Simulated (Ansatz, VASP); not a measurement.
This is a calculation of Br for Ansatz 0.2.0.

input.yaml

```yaml
crystal:
  lattice:
    - [-1.4580305842, 1.4176056228, 3.5144621308]
    - [1.4336552153, -1.4939921805, 3.5351572871]
    - [1.4533216032, 1.4892821928, -3.5448560969]
  atoms:
    - { symbol: Br, position: [0.0, 0.0, 0.0] }
kpoints:
  mp_grid: { grid: [13, 13, 13] }
scf:
  occupations: { method: tetrahedron }
hamiltonian:
  xc: blyp
  pseudopotentials: { kind: all_electron, lapw: { basis_error: 0.001 } }
output:
  forces: true
  stress: true
  eigenvalues: true
```

Potentials or basis: all-electron LAPW, scalar-relativistic.

Command:

```console
$ ansatz run input.yaml --threads 1 --pin off --max-ram 3072MiB --backend cpu --events-out ev --progress --plain --runs-dir out
```

Q: Translate it to VASP 6.6.1. Potentials there: VASP PAW PBE potentials, release 64 (Br).

A: As run (the cutoff follows the program's own potentials):

The input INCAR:

```
SYSTEM = Br
PREC = Accurate
ENCUT = 520
EDIFF = 1E-7
ISMEAR = -5
SIGMA = 0.05
LREAL = .FALSE.
LASPH = .TRUE.
NELM = 60
ALGO = Normal
ISIF = 2
LWAVE = .FALSE.
LCHARG = .TRUE.
GGA = B5
ALDAX = 1.0
AGGAX = 1.0
AGGAC = 1.0
ALDAC = 0.0
LELF = .TRUE.
LVHAR = .TRUE.
NBANDS = 10
```

The input KPOINTS:

```
regular mesh
0
G
  13 13 13
  0 0 0
```

File POSCAR:

```
Br
1.0
   -1.4580305842      1.4176056228      3.5144621308
    1.4336552153     -1.4939921805      3.5351572871
    1.4533216032      1.4892821928     -3.5448560969
Br
1
Direct
    0.0000000000      0.0000000000      0.0000000000
```

Potentials or basis: VASP PAW PBE potentials, release 64 (Br).

Launch:

```sh
$ cat potpaw_PBE.64/Br/POTCAR > POTCAR
$ mpirun -np 1 vasp_std > vasp.out
```

Both were run:

|  | VASP | Ansatz | Ansatz less VASP |
| --- | --- | --- | --- |
| gap on the k mesh at the Fermi level (eV) | none | none | - |
| pressure (GPa) | 2.6 | 2.6 | -0.05 |
| traceless stress, the component that is largest in VASP (GPa) | -0.91 | -0.96 | -0.052 |

VASP's potentials were made for PBE, not for BLYP. A gap of «none» marks a metal or a gap that the smearing closes. Ansatz ran all-electron here, and VASP with PAW potentials.
